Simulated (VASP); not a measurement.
# BP (F-43m) in VASP: further runs, part 2 of 2

VASP 6.6.1. Earlier steps stand in the parts before.

**3. Single point, PBE-based screened hybrid**

The input, POSCAR:

```
BP
1.0
    0.0000000000      2.2683155501      2.2683155501
    2.2683155501      0.0000000000      2.2683155501
    2.2683155501      2.2683155501      0.0000000000
B P
1 1
Direct
    0.0000000000      0.0000000000      0.0000000000
    0.2500000000      0.2500000000      0.2500000000
```

The input, INCAR.step1:

```
SYSTEM = BP
ALGO = Normal
EDIFF = 1E-5
ENCUT = 520
GGA = PE
ISIF = 2
ISMEAR = 0
LASPH = .True.
LCHARG = .False.
LREAL = .False.
LWAVE = .True.
NBANDS = 11
NELM = 100
PREC = Accurate
SIGMA = 0.01
```

The input, INCAR.step2:

```
SYSTEM = BP
AEXX = 0.2
ALGO = Normal
EDIFF = 1E-7
ENCUT = 520
GGA = PE
HFSCREEN = 0.1
ISIF = 2
ISMEAR = 0
ISTART = 1
LASPH = .True.
LCHARG = .False.
LHFCALC = .True.
LREAL = .False.
LWAVE = .False.
NBANDS = 11
NELM = 100
PREC = Accurate
PRECFOCK = Normal
SIGMA = 0.01
```

The input, KPOINTS:

```
k-points
0
Gamma
  4 4 4
  0 0 0
```

Potentials or basis: VASP PAW PBE potentials, release 64 (B, P).

Run with:

```bash
$ cat potpaw_PBE.64/B/POTCAR potpaw_PBE.64/P/POTCAR > POTCAR
$ cp INCAR.step1 INCAR
$ mpirun -np 1 vasp_std > vasp.out
$ cp INCAR.step2 INCAR
$ mpirun -np 1 vasp_std > vasp.out
```

Run time: 2.3 min. Hardware: 1 thread of Intel Xeon 8259CL, shared host; peak memory 0.23 GiB.

The run converged. Its results:

- Free energy: -14.7018 eV
- Pressure: -0.6 GPa
- Band gap on the k mesh: 2.23 eV, indirect (least direct gap 4.46 eV)

Levels at points of the mesh, in eV from the valence-band top:
```tsv
k point	band 1	band 2	band 3	band 4	band 5	band 6	band 7	band 8
(0.00, 0.00, 0.00)	-16.79	0.00	0.00	0.00	4.46	4.46	4.46	8.79
(0.50, 0.00, 0.00)	-13.19	-9.83	-1.91	-1.91	4.89	5.83	5.83	11.43
(0.50, 0.50, 0.00)	-11.50	-9.39	-4.46	-4.46	2.23	2.57	13.83	13.83
```

Caveat: the k points lie up to 0.60 Å⁻¹ apart; the PAW data sets were made with another functional, which shifts forces and pressure a little. A k mesh can miss the band edges.

**4. Single point, PBE-based screened hybrid**

POSCAR is that of step 3.

The input, INCAR.step1:

```
SYSTEM = BP
PREC = Accurate
ENCUT = 520
EDIFF = 1E-5
ISMEAR = 0
SIGMA = 0.01
LREAL = .False.
LASPH = .True.
NELM = 80
ALGO = Normal
ISIF = 2
LWAVE = .True.
LCHARG = .False.
GGA = PE
NBANDS = 11
```

The input, INCAR.step2:

```
SYSTEM = BP
PREC = Accurate
ENCUT = 520
EDIFF = 1E-7
ISMEAR = 0
SIGMA = 0.01
LREAL = .False.
LASPH = .True.
NELM = 80
ALGO = Normal
ISIF = 2
LWAVE = .False.
LCHARG = .False.
GGA = PE
LHFCALC = .True.
AEXX = 0.75
HFSCREEN = 0.3
PRECFOCK = Normal
ISTART = 1
NBANDS = 11
```

The input, KPOINTS:

```
Automatic mesh
0
Gamma
  4 4 4
  0 0 0
```

Run with:

```bash
$ cat potpaw_PBE.64/B/POTCAR potpaw_PBE.64/P/POTCAR > POTCAR
$ cp INCAR.step1 INCAR
$ mpirun -np 1 vasp_std > vasp.out
$ cp INCAR.step2 INCAR
$ mpirun -np 1 vasp_std > vasp.out
```

It took 2.7 min on 1 thread of Intel Xeon 8259CL, shared host; peak memory 0.23 GiB.

Results (log left out):

- Free energy: -17.5797 eV
- Pressure: -5.7 GPa
- Band gap on the k mesh: 3.19 eV, indirect (least direct gap 5.87 eV)

Levels at points of the mesh, in eV from the valence-band top:
```tsv
k point	band 1	band 2	band 3	band 4	band 5	band 6	band 7	band 8	band 9
(0.00, 0.00, 0.00)	-19.83	0.00	0.00	0.00	5.87	5.87	5.87	10.88	14.32
(0.50, 0.00, 0.00)	-15.54	-11.41	-2.16	-2.16	6.26	7.30	7.30	13.25	18.68
(0.50, 0.50, 0.00)	-13.43	-11.10	-5.10	-5.10	3.19	3.57	16.62	16.62	19.84
```

Caveat: the k points lie up to 0.60 Å⁻¹ apart; the PAW data sets were made with another functional, which shifts forces and pressure a little.

**5. Single point, LDA**

The input, INCAR:

```
SYSTEM = BP
ALGO = Normal
EDIFF = 1E-6
ENCUT = 500
GGA_COMPAT = .False.
ISIF = 2
ISMEAR = 0
LASPH = .True.
LCHARG = .False.
LREAL = .False.
LWAVE = .False.
NBANDS = 11
NELM = 120
PREC = Accurate
SIGMA = 0.01
```

The input, KPOINTS:

```
k-points
0
Gamma
  4 4 4
  0 0 0
```

POSCAR is that of step 4.

Potentials or basis: VASP PAW LDA potentials, release 64 (B, P).

Run with:

```bash
$ cat potpaw_LDA.64/B/POTCAR potpaw_LDA.64/P/POTCAR > POTCAR
$ mpirun -np 1 vasp_std > vasp.out
```

OUTCAR:

```text
SYSTEM = BP
   EDIFF = 1E-6
   ENCUT = 500
   ISIF = 2
   ISMEAR = 0
   LASPH = .True.
   LREAL = .False.
   NELM = 120
   PREC = Accurate

 ion  position               nearest neighbor table
   1  0.000  0.000  0.000-   2 1.96   2 1.96   2 1.96   2 1.96
   2  0.250  0.250  0.250-   1 1.96   1 1.96   1 1.96   1 1.96

  LATTYP: Found a face centered cubic cell.
 ALAT       =     4.5366311002

  Lattice vectors:

 A1 = (   0.0000000000,   2.2683155501,   2.2683155501)
 A2 = (   2.2683155501,   0.0000000000,   2.2683155501)
 A3 = (   2.2683155501,   2.2683155501,   0.0000000000)

Analysis of symmetry for initial positions (statically):
=====================================================================
 Subroutine PRICEL returns:
 Original cell was already a primitive cell.

 Routine SETGRP: Setting up the symmetry group for a
 face centered cubic supercell.

 Subroutine GETGRP returns: Found 24 space group operations
 (whereof 24 operations were pure point group operations)
 out of a pool of 48 trial point group operations.

The static configuration has the point symmetry T_d .

[... 152 lines left out ...]
      1      -7.9571      2.00000
      2       7.4583      2.00000
      3       7.4583      2.00000
      4       7.4583      2.00000
      5      10.8188      0.00000
      6      10.8188      0.00000
      7      10.8188      0.00000
      8      14.8378      0.00000
      9      18.6876      0.00000
     10      19.6160      0.00000
     11      19.6160      0.00000
[... 85 lines left out ...]
 k-point     8 :      -0.2500    0.5000    0.2500
  band No.  band energies     occupation
      1      -2.8318      2.00000
      2      -0.4879      2.00000
      3       1.7402      2.00000
      4       1.9423      2.00000
      5      12.6870      0.00000
      6      14.0999      0.00000
      7      14.6237      0.00000
      8      14.9071      0.00000
      9      20.1776      0.00000
     10      23.5788      0.00000
     11      23.6705      0.00000

------------------------ aborting loop because EDIFF is reached ----------------------------------------

  FORCE on cell =-STRESS in cart. coord.  units (eV):
  Direction    XX          YY          ZZ          XY          YZ          ZX
  --------------------------------------------------------------------------------------
  -------------------------------------------------------------------------------------
  Total       -0.6029275     -0.6029275     -0.6029275      0.0000000      0.0000000     -0.0000000
  in kB      -41.3842673    -41.3842673    -41.3842673      0.0000000      0.0000000     -0.0000000
  external PRESSURE =     -41.3842673 kB  Pullay stress =       0.0000000 kB

 VOLUME and BASIS-vectors are now :
 -----------------------------------------------------------------------------
  energy-cutoff  :      500.00
  volume of cell :       23.34
      direct lattice vectors                 reciprocal lattice vectors
     0.000000000  2.268315550  2.268315550    -0.220427885  0.220427885  0.220427885
     2.268315550  0.000000000  2.268315550     0.220427885 -0.220427885  0.220427885
     2.268315550  2.268315550  0.000000000     0.220427885  0.220427885 -0.220427885

 POSITION                                       TOTAL-FORCE (eV/Angst)
 -----------------------------------------------------------------------------------
      0.00000      0.00000      0.00000        -0.000000     -0.000000      0.000000
      1.13416      1.13416      1.13416         0.000000      0.000000     -0.000000
 -----------------------------------------------------------------------------------
    total drift:                                0.000000      0.000000      0.000000

  FREE ENERGIE OF THE ION-ELECTRON SYSTEM (eV)
  ---------------------------------------------------
  free  energy   TOTEN  =       -14.2144844196 eV

  energy  without entropy=      -14.2144844196  energy(sigma->0) =      -14.21448442
```

OSZICAR:

```text
N       E                     dE             d eps       ncg     rms          rms(c)
DAV:   1     0.908701329921E+01    0.90870E+01   -0.38737E+03   176   0.635E+02
DAV:   2    -0.141818147229E+02   -0.23269E+02   -0.20401E+02   233   0.102E+02
DAV:   3    -0.150819790377E+02   -0.90016E+00   -0.89401E+00   229   0.172E+01
DAV:   4    -0.150869657925E+02   -0.49868E-02   -0.49862E-02   191   0.144E+00
DAV:   5    -0.150869900666E+02   -0.24274E-04   -0.24274E-04   223   0.107E-01    0.739E+00
DAV:   6    -0.143502144857E+02    0.73678E+00   -0.16793E+00   197   0.554E+00    0.385E+00
DAV:   7    -0.142287344653E+02    0.12148E+00   -0.25366E-01   216   0.254E+00    0.132E+00
DAV:   8    -0.142144364395E+02    0.14298E-01   -0.34755E-02   197   0.979E-01    0.231E-01
DAV:   9    -0.142144831710E+02   -0.46732E-04   -0.82252E-04   200   0.197E-01    0.179E-01
DAV:  10    -0.142144825513E+02    0.61970E-06   -0.12954E-04   191   0.666E-02    0.356E-02
DAV:  11    -0.142144849140E+02   -0.23627E-05   -0.17261E-05   214   0.182E-02    0.471E-02
DAV:  12    -0.142144844196E+02    0.49438E-06   -0.49321E-06   194   0.936E-03
   1 F= -.14214484E+02 E0= -.14214484E+02  d E =-.201802E-20
```

stdout:

```text
POSCAR found type information on POSCAR B P
 POSCAR found :  2 types and       2 ions
 scaLAPACK will be used
 LDA part: xc-table for (Slater(with rela. corr.)+CA(PZ))
 , standard interpolation
 POSCAR, INCAR and KPOINTS ok, starting setup
 FFT: planning ... GRIDC
 FFT: planning ... GRID_SOFT
 FFT: planning ... GRID
 WAVECAR not read
 entering main loop
```

Wall time 1.5 s (1 thread of AMD EPYC 9R45 (Zen 5), shared host); peak memory 0.09 GiB.

What came out:

```yaml
Free_energy: -14.2145 eV
Pressure: -4.1 GPa
Band_gap_on_the_k_mesh: 1.27 eV, indirect (least direct gap 3.36 eV)
```

Caveat: the k points lie up to 0.60 Å⁻¹ apart. A k mesh can miss the band edges.

**6. Overview**

| level | potentials or basis | cutoff (eV) | grid for exact exchange (PRECFOCK) | share of exact exchange | screening parameter | gap on the mesh (eV) | pressure (GPa) |
| --- | --- | --- | --- | --- | --- | --- | --- |
| PBE-based screened hybrid | VASP PAW PBE potentials, release 64 (B, P) | 520 | Normal | 0.3 | 0.5 1/Å | 1.70 | -0.3 |
| PBE-based screened hybrid | VASP PAW PBE potentials, release 64 (B, P) | 520 | Normal | 0.2 | 0.1 1/Å | 2.23 | -0.6 |
| PBE-based screened hybrid | VASP PAW PBE potentials, release 64 (B, P) | 520 | Normal | 0.75 | 0.3 1/Å | 3.19 | -5.7 |
| LDA | VASP PAW LDA potentials, release 64 (B, P) | 500 | - | - | - | 1.27 | -4.1 |

Alike in all rows: task single point; no spin polarisation; cell as given; k mesh 4 × 4 × 4; smearing gaussian 0.01 eV.

Caveats: all runs use coarse meshes; the PAW data sets were made with another functional, which shifts forces and pressure a little (some runs).

Total energies depend on the potentials used, so only differences within one code and one set of settings carry meaning.
